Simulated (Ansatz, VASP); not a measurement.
**Be in VASP and in Ansatz**

```
CELL_PARAMETERS angstrom
0.00000 2.46972 2.46972
2.46972 0.00000 2.46972
2.46972 2.46972 0.00000
ATOMIC_POSITIONS crystal
Be 0.12500 0.12500 0.12500
Be 0.87500 0.87500 0.87500
```

Alike in both runs: task single point; functional PBEsol; k mesh 13 × 13 × 13; occupations fermi-dirac, width 0.1 eV; no spin polarisation.

|  | VASP | Ansatz |
| --- | --- | --- |
| version | VASP 6.6.1 | Ansatz 0.2.0 |
| potentials or method | VASP PAW PBE potentials, release 64 (Be), cutoff 520 eV | plane waves (420 eV) with PAW, scalar-relativistic |
| valence electrons in the cell | 4 | 4 |

```tsv
	VASP	Ansatz	Ansatz less VASP
pressure (GPa)	-1.6	-1.7	-0.10
```

VASP's potentials were made for PBE, not for PBEsol, and Ansatz warns of the same on its side.
